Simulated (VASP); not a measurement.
# Ca (Fm-3m) in VASP: further runs

Ca is run at these levels: PBEsol; tasks: single point, relaxation of cell and atoms.

All numbers are computed with VASP 6.6.1; they aren't measurements. Logs are shortened: lines on timing, memory, paths and dates and some standing lists are left out, and cuts for length are marked.

**1. The cell of the first run**

The structure is cubic, space group Fm-3m (No. 225). The conventional cell has a = 5.453 Å, b = 5.453 Å, c = 5.453 Å, α = 90.00°, β = 90.00°, γ = 90.00°. Ca (site symmetry m-3m) has 12 Ca at 3.86 Å within 5.1 Å.

**2. Single point, PBEsol**

Input file INCAR:

```
SYSTEM = Ca
ALGO = Normal
EDIFF = 1E-7
ENCUT = 520
GGA = PS
ISIF = 2
ISMEAR = -1
LASPH = .True.
LCHARG = .False.
LREAL = .False.
LWAVE = .False.
NBANDS = 11
NELM = 60
PREC = Accurate
SIGMA = 0.05
```

Input file KPOINTS:

```
k-points
0
Gamma
  8 8 8
  0 0 0
```

Input file POSCAR:

```
Ca
1.0
    0.0000000000      2.7265193261      2.7265193261
    2.7265193261      0.0000000000      2.7265193261
    2.7265193261      2.7265193261      0.0000000000
Ca
1
Direct
    0.0000000000      0.0000000000      0.0000000000
```

Potentials or basis: VASP PAW PBE potentials, release 64 (Ca_sv).

Launch:

```sh
cat potpaw_PBE.64/Ca_sv/POTCAR > POTCAR
mpirun -np 1 vasp_std > vasp.out
```

OUTCAR:

```text
SYSTEM = Ca
   EDIFF = 1E-7
   ENCUT = 520
   GGA = PS
   ISIF = 2
   ISMEAR = -1
   LASPH = .True.
   LREAL = .False.
   NELM = 60
   PREC = Accurate

 ion  position               nearest neighbor table
   1  0.000  0.000  0.000-

  LATTYP: Found a face centered cubic cell.
 ALAT       =     5.4530386522

  Lattice vectors:

 A1 = (   0.0000000000,   2.7265193261,   2.7265193261)
 A2 = (   2.7265193261,   0.0000000000,   2.7265193261)
 A3 = (   2.7265193261,   2.7265193261,   0.0000000000)

Analysis of symmetry for initial positions (statically):
=====================================================================
 Subroutine PRICEL returns:
 Original cell was already a primitive cell.

 Routine SETGRP: Setting up the symmetry group for a
 face centered cubic supercell.

 Subroutine GETGRP returns: Found 48 space group operations
 (whereof 48 operations were pure point group operations)
 out of a pool of 48 trial point group operations.

The static configuration has the point symmetry O_h .

Analysis of symmetry for dynamics (positions and initial velocities):
=====================================================================
 Subroutine PRICEL returns:
 Original cell was already a primitive cell.

 Routine SETGRP: Setting up the symmetry group for a
 face centered cubic supercell.

 Subroutine GETGRP returns: Found 48 space group operations
 (whereof 48 operations were pure point group operations)
 out of a pool of 48 trial point group operations.

The dynamic configuration has the point symmetry O_h .

 Subroutine INISYM returns: Found 48 space group operations
 (whereof 48 operations are pure point group operations),
 and found     1 'primitive' translations

----------------------------------------------------------------------------------------

                                     Primitive cell

  volume of cell :      40.5374

  direct lattice vectors                    reciprocal lattice vectors
     0.000000000  2.726519326  2.726519326    -0.183383993  0.183383993  0.183383993
     2.726519326  0.000000000  2.726519326     0.183383993 -0.183383993  0.183383993
     2.726519326  2.726519326  0.000000000     0.183383993  0.183383993 -0.183383993

  length of vectors
     3.855880609  3.855880609  3.855880609     0.317630393  0.317630393  0.317630393

  position of ions in fractional coordinates (direct lattice)
     0.000000000  0.000000000  0.000000000

  ion indices of the primitive-cell ions
   primitive index   ion index
                 1           1

----------------------------------------------------------------------------------------

 KPOINTS: k-points

Automatic generation of k-mesh.
 Grid dimensions read from file:
 generate k-points for:    8    8    8

 Generating k-lattice:

  Cartesian coordinates                     Fractional coordinates (reciprocal lattice)
    -0.022922999  0.022922999  0.022922999     0.125000000  0.000000000  0.000000000
     0.022922999 -0.022922999  0.022922999     0.000000000  0.125000000  0.000000000
     0.022922999  0.022922999 -0.022922999     0.000000000  0.000000000  0.125000000

  Length of vectors
     0.039703799  0.039703799  0.039703799

  Shift w.r.t. Gamma in fractional coordinates (k-lattice)
     0.000000000  0.000000000  0.000000000

 Subroutine IBZKPT returns following result:
 ===========================================

 Found     29 irreducible k-points:

 Following reciprocal coordinates:
            Coordinates               Weight
  0.000000  0.000000  0.000000      1.000000
  0.125000  0.000000  0.000000      8.000000
  0.250000  0.000000  0.000000      8.000000
  0.375000  0.000000  0.000000      8.000000
  0.500000  0.000000  0.000000      4.000000
  0.125000  0.125000  0.000000      6.000000
[... 16 lines left out ...]
  0.500000  0.250000  0.125000     48.000000
 -0.375000  0.250000  0.125000     24.000000
 [... further k-points ...]
   k-points           NKPTS =     29   k-points in BZ     NKDIM =     29   number of bands    NBANDS=     11
   number of dos      NEDOS =    301   number of ions     NIONS =      1
   total plane-waves  NPLWV =  27000
   dimension x,y,z NGX =    30 NGY =   30 NGZ =   30
   dimension x,y,z NGXF=    60 NGYF=   60 NGZF=   60
   ions per type =               1
   NGX,Y,Z   is equivalent  to a cutoff of  12.93, 12.93, 12.93 a.u.
   NGXF,Y,Z  is equivalent  to a cutoff of  25.87, 25.87, 25.87 a.u.
 SYSTEM =  Ca
   PREC   = accura    normal or accurate (medium, high low for compatibility)
   ISTART =      0    job   : 0-new  1-cont  2-samecut
   ICHARG =      2    charge: 1-file 2-atom 10-const
   ISPIN  =      1    spin polarized calculation?
   LNONCOLLINEAR =      F non collinear calculations
   LSORBIT =      F    spin-orbit coupling
   LASPH  =      T    aspherical Exc in radial PAW
   ENCUT  =  520.0 eV  38.22 Ry    6.18 a.u.   7.17  7.17  7.17*2*pi/ulx,y,z
   NELM   =     60;   NELMIN=  2; NELMDL= -5     # of ELM steps
   EDIFF  = 0.1E-06   stopping-criterion for ELM
   LREAL  =      F    real-space projection
   EDIFFG = 0.1E-05   stopping-criterion for IOM
   NSW    =      0    number of steps for IOM
   IBRION =     -1    ionic relax: 0-MD 1-quasi-New 2-CG
   NFREE  =      0    steps in history (QN), initial steepest desc. (CG)
   ISIF   =      2    stress and relaxation
   ISYM   =      2    0-nonsym 1-usesym 2-fastsym
   POTIM  = 0.5000    time-step for ionic-motion
   TEBEG  =    0.0;   TEEND  =   0.0 temperature during run
   PSTRESS=    0.0 pullay stress
   NELECT =      10.0000    total number of electrons
   NUPDOWN=      -1.0000    fix difference up-down
   EMIN   =  10.00;   EMAX   =-10.00  energy-range for DOS
   EFERMI =   0.00;   METHOD = LEGACY
   ISMEAR =    -1;   SIGMA  =   0.05  broadening in eV -4-tet -1-fermi 0-gaus
   EFERMI_NEDOS =   21; number of points for ismear=-14 and -15
   IALGO  =     38    algorithm
   IMIX   =      4    mixing-type and parameters
     AMIX     =   0.40;   BMIX     =  1.00
     AMIX_MAG =   1.60;   BMIX_MAG =  1.00
  volume/ion in A,a.u.               =      40.54       273.56
  Fermi-wavevector in a.u.,A,eV,Ry     =   1.026730  1.940238 14.342915  1.054174
  Thomas-Fermi vector in A             =   2.160638
   LORBIT       =      0    0 simple, 1 ext, 2 COOP (PROOUT), +10 PAW based schemes
   GGA     = PS    functional components
   LHFCALC =     F    Hartree Fock is set to
   AEXX    =    0.0000 exact exchange contribution
   IVDW    =     0    specifies the selected vdW correction
   LEPSILON=     F    determine dielectric tensor
   LRPA    =     F    only Hartree local field effects (RPA)
 non-spin polarized calculation
  energy-cutoff  :      520.00
  volume of cell :       40.54
 maximum number of plane-waves:      1106
 NGX is ok and might be reduce to    30
   NGX = 15   NGY = 15   NGZ = 15

 number of electron      10.0000002 magnetization

 Free energy of the ion-electron system (eV)
  ---------------------------------------------------
  ext. energy  EPLUGINS =         0.00000000
  ---------------------------------------------------
  free energy    TOTEN  =        -2.13952439 eV

  energy without entropy =       -2.12829299  energy(sigma->0) =       -2.13390869

 E-fermi :   2.0096     XC(G=0):  -7.9382

 val. band max:        1.9853640180   @ k =  -0.3750   0.2500   0.1250
 cond. band min:       2.0554970841   @ k =  -0.3750   0.3750   0.0000
 fundamental gap:      0.0701330661
 Fermi energy:         2.0095703211

 k-point     1 :       0.0000    0.0000    0.0000
  band No.  band energies     occupation
      1     -39.6920      2.00000
      2     -20.6788      2.00000
      3     -20.6788      2.00000
      4     -20.6788      2.00000
      5      -2.0559      2.00000
      6       4.4323      0.00000
      7       4.4323      0.00000
      8       4.4323      0.00000
      9       5.5647      0.00000
     10       5.5647      0.00000
     11      11.3527      0.00000

 k-point     2 :       0.1250    0.0000    0.0000
  band No.  band energies     occupation
      1     -39.6895      2.00000
      2     -20.7031      2.00000
      3     -20.6821      2.00000
      4     -20.6821      2.00000
      5      -1.7810      2.00000
      6       4.1446      0.00000
      7       4.5278      0.00000
      8       4.5278      0.00000
      9       5.4876      0.00000
     10       5.4876      0.00000
     11      11.5497      0.00000

 k-point     3 :       0.2500    0.0000    0.0000
  band No.  band energies     occupation
      1     -39.6836      2.00000
      2     -20.7613      2.00000
      3     -20.6900      2.00000
      4     -20.6900      2.00000
      5      -1.0027      2.00000
      6       3.4814      0.00000
      7       4.5744      0.00000
      8       4.5744      0.00000
      9       5.5739      0.00000
     10       5.5739      0.00000
     11       9.7164      0.00000

 k-point     4 :       0.3750    0.0000    0.0000
  band No.  band energies     occupation
      1     -39.6776      2.00000
      2     -20.8187      2.00000
      3     -20.6979      2.00000
      4     -20.6979      2.00000
      5       0.1213      2.00000
      6       2.6564      0.00000
      7       4.4039      0.00000
      8       4.4039      0.00000
      9       6.0245      0.00000
     10       6.0245      0.00000
     11       8.1224      0.00000
[... 239 lines left out ...]
 k-point    22 :       0.3750    0.2500    0.1250
  band No.  band energies     occupation
      1     -39.6792      2.00000
      2     -20.7756      2.00000
      3     -20.7199      2.00000
      4     -20.7002      2.00000
      5      -0.3521      2.00000
      6       3.2555      0.00000
      7       4.0524      0.00000
      8       5.0211      0.00000
      9       5.1574      0.00000
     10       6.1319      0.00000
     11       9.7445      0.00000

 k-point    23 :       0.5000    0.2500    0.1250
  band No.  band energies     occupation
      1     -39.6744      2.00000
      2     -20.8064      2.00000
      3     -20.7379      2.00000
      4     -20.7096      2.00000
      5       0.7104      2.00000
      6       2.7539      0.00000
      7       3.6241      0.00000
      8       4.8540      0.00000
      9       5.7509      0.00000
     10       6.5384      0.00000
     11       8.0967      0.00000

 k-point    24 :      -0.3750    0.2500    0.1250
  band No.  band energies     occupation
      1     -39.6724      2.00000
      2     -20.8197      2.00000
      3     -20.7436      2.00000
      4     -20.7147      2.00000
      5       1.7161      1.99436
      6       1.9854      1.23744
      7       3.5652      0.00000
      8       4.7529      0.00000
      9       6.1209      0.00000
     10       6.7149      0.00000
     11       7.2160      0.00000

 [... further k-points ...]

------------------------ aborting loop because EDIFF is reached ----------------------------------------

  FORCE on cell =-STRESS in cart. coord.  units (eV):
  Direction    XX          YY          ZZ          XY          YZ          ZX
  --------------------------------------------------------------------------------------
  -------------------------------------------------------------------------------------
  Total        0.0023389      0.0023389      0.0023389      0.0000000      0.0000000      0.0000000
  in kB        0.0924430      0.0924430      0.0924430      0.0000000      0.0000000      0.0000000
  external PRESSURE =       0.0924430 kB  Pullay stress =       0.0000000 kB

 VOLUME and BASIS-vectors are now :
 -----------------------------------------------------------------------------
  energy-cutoff  :      520.00
  volume of cell :       40.54
      direct lattice vectors                 reciprocal lattice vectors
     0.000000000  2.726519326  2.726519326    -0.183383993  0.183383993  0.183383993
     2.726519326  0.000000000  2.726519326     0.183383993 -0.183383993  0.183383993
     2.726519326  2.726519326  0.000000000     0.183383993  0.183383993 -0.183383993

 POSITION                                       TOTAL-FORCE (eV/Angst)
 -----------------------------------------------------------------------------------
      0.00000      0.00000      0.00000        -0.000000      0.000000      0.000000
 -----------------------------------------------------------------------------------
    total drift:                               -0.000000     -0.000000      0.000000

  FREE ENERGIE OF THE ION-ELECTRON SYSTEM (eV)
  ---------------------------------------------------
  free  energy   TOTEN  =        -2.1395243916 eV

  energy  without entropy=       -2.1282929924  energy(sigma->0) =       -2.13390869
```

It took 15 s on 1 thread of Intel Xeon Platinum 8375C at 2.90GHz (Ice Lake), shared host; peak memory 0.16 GiB.

Results:

* Free energy: -2.1395 eV
* Pressure: 0.0 GPa
* Band gap on the k mesh: zero (band 5 reaches 2.23 eV, above the bottom of band 6 at 1.93 eV)

Levels at points of the mesh, in eV from the Fermi level:
| k point | band 1 | band 2 | band 3 | band 4 | band 5 | band 6 | band 7 | band 8 | band 9 | band 10 |
| --- | --- | --- | --- | --- | --- | --- | --- | --- | --- | --- |
| (0.00, 0.00, 0.00) | -41.70 | -22.69 | -22.69 | -22.69 | -4.07 | 2.42 | 2.42 | 2.42 | 3.56 | 3.56 |
| (0.50, 0.00, 0.00) | -41.68 | -22.85 | -22.71 | -22.71 | -0.98 | -0.08 | 2.30 | 2.30 | 4.28 | 4.28 |
| (0.50, 0.50, 0.00) | -41.68 | -22.84 | -22.75 | -22.75 | -0.46 | 0.58 | 1.08 | 4.28 | 4.47 | 4.47 |

Caveat: the PAW data sets were made with another functional, which shifts forces and pressure a little.

**3. Relaxation of cell and atoms, PBEsol**

This run uses another cell than the first one, of 43.63 Å³/atom, 1.076 times its volume.

Input file INCAR:

```
SYSTEM = Ca
PREC = Accurate
ENCUT = 600
EDIFF = 1E-7
ISMEAR = -1
SIGMA = 0.05
LREAL = .False.
LASPH = .True.
NELM = 80
ALGO = Normal
ISIF = 3
LWAVE = .False.
LCHARG = .False.
GGA = PS
IBRION = 2
NSW = 80
EDIFFG = -0.02
```

Input file KPOINTS:

```
Automatic mesh
0
Gamma
  8 8 8
  0 0 0
```

Input file POSCAR:

```
Ca
1.0
    0.0000000000      2.7942000000      2.7942000000
    2.7942000000      0.0000000000      2.7942000000
    2.7942000000      2.7942000000      0.0000000000
Ca
1
Direct
    0.0000000000      0.0000000000      0.0000000000
```

Potentials or basis: VASP PAW PBE potentials, release 64 (Ca_sv).

Launch:

```sh
cat potpaw_PBE.64/Ca_sv/POTCAR > POTCAR
mpirun -np 1 vasp_std > vasp.out
```

OUTCAR:

```text
SYSTEM = Ca
   PREC = Accurate
   ENCUT = 600
   EDIFF = 1E-7
   ISMEAR = -1
   LREAL = .False.
   LASPH = .True.
   NELM = 80
   ISIF = 3
   GGA = PS
   IBRION = 2
   NSW = 80
   EDIFFG = -0.02

 ion  position               nearest neighbor table
   1  0.000  0.000  0.000-

  LATTYP: Found a face centered cubic cell.
 ALAT       =     5.5884000000

  Lattice vectors:

 A1 = (   0.0000000000,   2.7942000000,   2.7942000000)
 A2 = (   2.7942000000,   0.0000000000,   2.7942000000)
 A3 = (   2.7942000000,   2.7942000000,   0.0000000000)

Analysis of symmetry for initial positions (statically):
=====================================================================
 Subroutine PRICEL returns:
 Original cell was already a primitive cell.

 Routine SETGRP: Setting up the symmetry group for a
 face centered cubic supercell.
[... 251 lines left out ...]

 k-point     1 :       0.0000    0.0000    0.0000
  band No.  band energies     occupation
      1     -39.7134      2.00000
      2     -20.7009      2.00000
      3     -20.7009      2.00000
      4     -20.7009      2.00000
      5      -2.0636      2.00000
      6       4.4141      0.00000
      7       4.4141      0.00000
      8       4.4141      0.00000
      9       5.5419      0.00000
[... 265 lines left out ...]
 k-point    24 :      -0.3750    0.2500    0.1250
  band No.  band energies     occupation
      1     -39.6940      2.00000
      2     -20.8401      2.00000
      3     -20.7650      2.00000
      4     -20.7365      2.00000
      5       1.7022      1.99436
      6       1.9706      1.24540
      7       3.5497      0.00000
      8       4.7333      0.00000
      9       6.0957      0.00000

 [... further k-points ...]

------------------------ aborting loop because EDIFF is reached ----------------------------------------

  FORCE on cell =-STRESS in cart. coord.  units (eV):
  Direction    XX          YY          ZZ          XY          YZ          ZX
  --------------------------------------------------------------------------------------
  -------------------------------------------------------------------------------------
  Total       -0.0067171     -0.0067171     -0.0067171      0.0000000      0.0000000      0.0000000
  in kB       -0.2645916     -0.2645916     -0.2645916      0.0000000      0.0000000      0.0000000
  external PRESSURE =      -0.2645916 kB  Pullay stress =       0.0000000 kB
[... 16 lines left out ...]
  FREE ENERGIE OF THE ION-ELECTRON SYSTEM (eV)
  ---------------------------------------------------
  free  energy   TOTEN  =        -2.1398294078 eV

  energy  without entropy=       -2.1285621805  energy(sigma->0) =       -2.13419579

 reached required accuracy - stopping structural energy minimisation
```

Run time: 30 s. Hardware: 1 thread of Intel Xeon Platinum 8375C at 2.90GHz (Ice Lake), shared host; peak memory 0.19 GiB.

What came out:

```
Free energy                            : -2.1398 eV
Relaxed volume                         : 40.67 Å³/atom
Relaxed cell                           : a = 3.860 Å, b = 3.860 Å, c = 3.860 Å, α = 60.00°, β = 60.00°, γ = 60.00°
Space group after relaxing (to 0.05 Å) : Fm-3m (No. 225)
Energy gained by relaxing              : 11.3 meV/atom
Ionic steps                            : 3
Pressure after relaxing                : 0.0 GPa
Band gap on the k mesh                 : zero (band 5 reaches 2.21 eV, above the bottom of band 6 at 1.91 eV)
```

The path:
```csv
step,energy change (eV),largest force (eV/Å),pressure (GPa),volume (Å³)
1,0.0000,0.0000,-1.14,43.63
2,-0.0098,0.0000,-0.45,41.70
3,-0.0113,0.0000,-0.03,40.67
```

Final structure:
```cif
data_structure
_symmetry_space_group_name_H-M 'P 1'
_symmetry_Int_Tables_number 1
_cell_length_a 3.8602
_cell_length_b 3.8602
_cell_length_c 3.8602
_cell_angle_alpha 60.000
_cell_angle_beta 60.000
_cell_angle_gamma 60.000
_cell_volume 40.67
loop_
_atom_site_label
_atom_site_type_symbol
_atom_site_fract_x
_atom_site_fract_y
_atom_site_fract_z
_atom_site_occupancy
Ca1 Ca 0.00000 0.00000 0.00000 1
```

Levels at points of the mesh, in eV from the Fermi level:
| k point | band 2 | band 3 | band 4 | band 5 | band 6 | band 7 | band 8 | band 9 |
| --- | --- | --- | --- | --- | --- | --- | --- | --- |
| (0.00, 0.00, 0.00) | -22.70 | -22.70 | -22.70 | -4.06 | 2.42 | 2.42 | 2.42 | 3.55 |
| (0.50, 0.00, 0.00) | -22.86 | -22.72 | -22.72 | -0.98 | -0.09 | 2.30 | 2.30 | 4.27 |
| (0.50, 0.50, 0.00) | -22.85 | -22.76 | -22.76 | -0.46 | 0.59 | 1.07 | 4.26 | 4.46 |

Caveat: the PAW data sets were made with another functional, which shifts forces and pressure a little.

[end of part 1 of 2]
